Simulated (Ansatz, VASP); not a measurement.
# GaBAs4: VASP beside Ansatz

```
Ga B As
1.0
     0.00000    3.92348    3.92348
     3.92348    0.00000    3.92348
     3.92348    3.92348    0.00000
Ga B As
1 1 4
Direct
  0.00000 0.00000 0.00000
  0.25000 0.25000 0.25000
  0.13221 0.62260 0.62260
  0.62260 0.62260 0.62260
  0.62260 0.13221 0.62260
  0.62260 0.62260 0.13221
```

Alike in both runs: functional PBE; k mesh 8 × 8 × 8; occupations gaussian, width 0.1 eV; no spin polarisation.

Ansatz relaxed the structure, and its values are those at the end. VASP's run is a single point on that final structure, the one shown.

|  | VASP | Ansatz |
| --- | --- | --- |
| version | VASP 6.6.1 | Ansatz 0.2.0 |
| potentials or method | VASP PAW PBE potentials, release 64 (Ga_d, B, As), cutoff 520 eV | scalar-relativistic, plane waves, PAW |
| valence electrons in the cell | 36 | 76 |

```tsv
	VASP	Ansatz	Ansatz less VASP
gap on the k mesh at the Fermi level (eV)	none	none	-
pressure (GPa)	0.1	0.0	-0.13
rms of the force components (eV/Å)	0.006	0.001	-0.0050
```

A gap of «none» marks a metal or a gap that the smearing closes. VASP's potentials hold 36 valence electrons a cell and Ansatz's 76, so a difference there can come from the potentials and not from the codes.
